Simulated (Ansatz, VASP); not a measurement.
## HgTe in VASP and in Ansatz

INCAR

```
SYSTEM = HgTe
PREC     = Accurate       ! precision mode
ENCUT    = 520            ! plane-wave cutoff, eV
EDIFF    = 1E-7           ! SCF threshold, eV
ISMEAR   = -1             ! smearing method
SIGMA    = 0.05           ! smearing width, eV
LREAL    = .False.        ! projectors in reciprocal space
LASPH    = .True.         ! aspherical terms in the spheres
NELM     = 80             ! most SCF steps
ALGO     = Normal         ! electronic algorithm
ISIF     = 2              ! what is computed and relaxed
LWAVE    = .False.        ! write WAVECAR
LCHARG   = .False.        ! write CHGCAR
GGA      = PS             ! functional
NBANDS   = 16             ! bands
```

File KPOINTS:

```
Automatic mesh
0
Gamma
  6 6 6
  0 0 0
```

Contents of POSCAR:

```
HgTe
1.0
    0.0000000000      3.2145000000      3.3430800000
    3.2145000000      0.0000000000      3.3430800000
    3.2145000000      3.2145000000      0.0000000000
Hg Te
1 1
Direct
    0.0000000000      0.0000000000      0.0000000000
    0.7500000000      0.7500000000      0.7500000000
```

The input input.yaml:

```yaml
crystal:
  lattice:
    - [0.0, 3.2145, 3.34308]
    - [3.2145, 0.0, 3.34308]
    - [3.2145, 3.2145, 0.0]
  atoms:
    - { symbol: Hg, position: [0.0, 0.0, 0.0] }
    - { symbol: Te, position: [0.75, 0.75, 0.75] }
hamiltonian:
  xc: pbesol
  pseudopotentials: { kind: paw }
kpoints:
  mp_grid: { grid: [6, 6, 6] }
scf:
  occupations: { method: fermi_dirac, width: 0.05 }
output:
  forces: true
  stress: true
  eigenvalues: true
```

Alike in both runs: task single point; functional PBEsol; k mesh 6 × 6 × 6; occupations fermi-dirac, width 0.05 eV; no spin polarisation.

```csv
,VASP,Ansatz
version,VASP 6.6.1,Ansatz 0.2.0
potentials or method,"VASP PAW PBE potentials, release 64 (Hg, Te)",Ansatz PAW
plane-wave cutoff (eV),520,420
valence electrons in the cell,18,36
```

|  | VASP | Ansatz | Ansatz less VASP |
| --- | --- | --- | --- |
| gap on the k mesh at the Fermi level (eV) | none | none | - |
| pressure (GPa) | 0.1 | 0.0 | -0.10 |
| traceless stress, the component that is largest in VASP (GPa) | -0.43 | -0.43 | -0.001 |

VASP's potentials were made for PBE, not for PBEsol. A gap of «none» marks a metal or a gap that the smearing closes. VASP's potentials hold 18 valence electrons a cell and Ansatz's 36, so a difference there can come from the potentials and not from the codes.

Neither program's run includes spin-orbit coupling.
